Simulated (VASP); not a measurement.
## MgO: single point with PBE

Crystal: MgO.

```
Mg O
1.0
     3.34530    0.00000    0.00000
    -1.67265    2.89711    0.00000
     0.00000    0.00000    4.45140
Mg O
2 2
Direct
  0.66667 0.33333 0.75000
  0.33333 0.66667 0.25000
  0.66667 0.33333 0.25000
  0.33333 0.66667 0.75000
```

```
Program                : VASP 6.6.1
Task                   : single point
Functional             : PBE
Potentials or basis    : VASP PAW PBE potentials, release 64 (Mg, O)
Cutoff                 : 520 eV
k mesh                 : 9 × 9 × 6
Occupations            : gaussian, width 0.05 eV
Spin                   : no spin polarisation
Dipole correction      : no
Further INCAR settings : ALGO = Normal; EDIFF = 1e-06; NBANDS = 16
```

- Pressure: 9.2 GPa
- Band gap on the k mesh: 3.44 eV, direct

Stress tensor (GPa, compression positive):
```
15.18  0.00  0.00
 0.00 15.18  0.00
 0.00  0.00 -2.77
```

Levels at points of the mesh, in eV from the valence-band top:
```csv
k point,band 6,band 7,band 8,band 9,band 10,band 11
"(0.00, 0.00, 0.00)",-1.04,-1.04,0.00,3.44,9.32,11.42
"(0.00, 0.00, 0.50)",-1.39,-1.39,-1.39,6.41,6.41,13.74
```

Run time: 25 s on 1 thread of Intel(R) Xeon(R) Platinum 8259CL CPU @ 2.50GHz (Skylake/Cascade Lake), with other jobs on the host, peak memory 0.18 GiB.
